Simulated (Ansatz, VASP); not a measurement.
**Si2W in VASP and in Ansatz**

Contents of INCAR:

```
SYSTEM = Si2W
PREC = Accurate
ENCUT = 520
EDIFF = 1E-6
ISMEAR = 0
SIGMA = 0.15
LREAL = .False.
LASPH = .True.
NELM = 60
ALGO = Normal
ISIF = 2
LWAVE = .False.
LCHARG = .False.
NBANDS = 18
```

KPOINTS

```
regular mesh
0
Gamma
  18 18 18
  0 0 0
```

Contents of POSCAR:

```
Si2W
1.0
   -1.5292622200      1.5292622200      4.2161759406
    1.5292622200     -1.5292622200      4.2161759406
    1.5292622200      1.5292622200     -4.2161759406
Si W
2 1
Direct
    0.3668292265      0.3668292265      0.0000000000
    0.6331707735      0.6331707735      0.0000000000
    0.0000000000      0.0000000000      0.0000000000
```

Input for Ansatz:

```yaml
crystal:
  lattice:
    - [-1.52926222, 1.52926222, 4.2161759406]
    - [1.52926222, -1.52926222, 4.2161759406]
    - [1.52926222, 1.52926222, -4.2161759406]
  atoms:
    - { symbol: Si, position: [0.3668292265, 0.3668292265, 0.0] }
    - { symbol: Si, position: [0.6331707735, 0.6331707735, 0.0] }
    - { symbol: W, position: [0.0, 0.0, 0.0] }
basis:
  ecutwfc: 420
kpoints:
  mp_grid: { grid: [18, 18, 18] }
hamiltonian:
  xc: lda
  pseudopotentials: { kind: paw, azcp: { folder: soft_1 } }
scf:
  occupations: { method: gaussian, width: 0.15 }
output:
  forces: true
  stress: true
  eigenvalues: true
```

Alike in both runs: task single point; functional LDA; k mesh 18 × 18 × 18; occupations gaussian, width 0.15 eV; no spin polarisation.

|  | VASP | Ansatz |
| --- | --- | --- |
| version | VASP 6.6.1 | Ansatz 0.2.0 |
| potentials or method | VASP PAW LDA potentials, release 64 (Si, W_sv), cutoff 520 eV | scalar-relativistic, plane waves, PAW |
| valence electrons in the cell | 22 | 22 |

Ansatz gave:

| Item | Value |
| --- | --- |
| gap on the k mesh at the Fermi level (eV) | none |
| pressure (GPa) | 24.2 |
| traceless stress, the component that is largest in VASP (GPa) | -12.89 |
| rms of the force components (eV/Å) | 2.592 |

Q: What did VASP give for the same quantities?

A: gap on the k mesh at the Fermi level (eV): none; pressure (GPa): 24.9; traceless stress, the component that is largest in VASP (GPa): -13.30; rms of the force components (eV/Å): 2.605.

Ansatz warns that its potentials were made for another functional, while VASP's fit it. LDA's correlation is that of Perdew and Zunger in VASP and of Perdew and Wang (1992) in Ansatz. Atom by atom the forces differ by 0.013 eV/Å (rms over components). A gap of «none» marks a metal or a gap that the smearing closes.

Neither program's run includes spin-orbit coupling.
